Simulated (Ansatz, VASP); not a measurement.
**Tl: VASP beside Ansatz**

INCAR

```
SYSTEM = Tl
PREC = Accurate ; ENCUT = 520
EDIFF = 1E-6 ; ISMEAR = -1
SIGMA = 0.03 ; LREAL = .FALSE.
LASPH = .TRUE. ; NELM = 80
ALGO = Normal ; ISIF = 2
LWAVE = .FALSE. ; LCHARG = .FALSE.
GGA = PE ; NBANDS = 12
```

File KPOINTS:

```
regular mesh
0
G
  13 13 13
  0 0 0
```

Contents of POSCAR:

```
Tl
1.0
   -1.9689491614      1.9689491614      1.9689491614
    1.9689491614     -1.9689491614      1.9689491614
    1.9689491614      1.9689491614     -1.9689491614
Tl
1
Direct
    0.0000000000      0.0000000000      0.0000000000
```

Input for Ansatz:

```yaml
crystal:
  lattice:
    - [-1.9689491614, 1.9689491614, 1.9689491614]
    - [1.9689491614, -1.9689491614, 1.9689491614]
    - [1.9689491614, 1.9689491614, -1.9689491614]
  atoms:
    - { symbol: Tl, position: [0.0, 0.0, 0.0] }
kpoints:
  mp_grid: { grid: [13, 13, 13] }
scf:
  occupations: { method: fermi_dirac, width: 0.03 }
hamiltonian:
  xc: pbe
  pseudopotentials: { kind: all_electron, lapw: { basis_error: 0.001 } }
output:
  forces: true
  stress: true
  eigenvalues: true
```

Change from the starting cell: volume scaled by 1.02.

Alike in both runs: task single point; functional PBE; k mesh 13 × 13 × 13; occupations fermi-dirac, width 0.03 eV; no spin polarisation.

|  | VASP | Ansatz |
| --- | --- | --- |
| version | VASP 6.6.1 | Ansatz 0.2.0 |
| potentials or method | VASP PAW PBE potentials, release 64 (Tl_d), cutoff 520 eV | all-electron LAPW, scalar-relativistic |

|  | VASP | Ansatz | Ansatz less VASP |
| --- | --- | --- | --- |
| pressure (GPa) | 0.8 | 0.8 | +0.06 |

Ansatz ran all-electron here, and VASP with PAW potentials.

Spin-orbit coupling is off throughout.
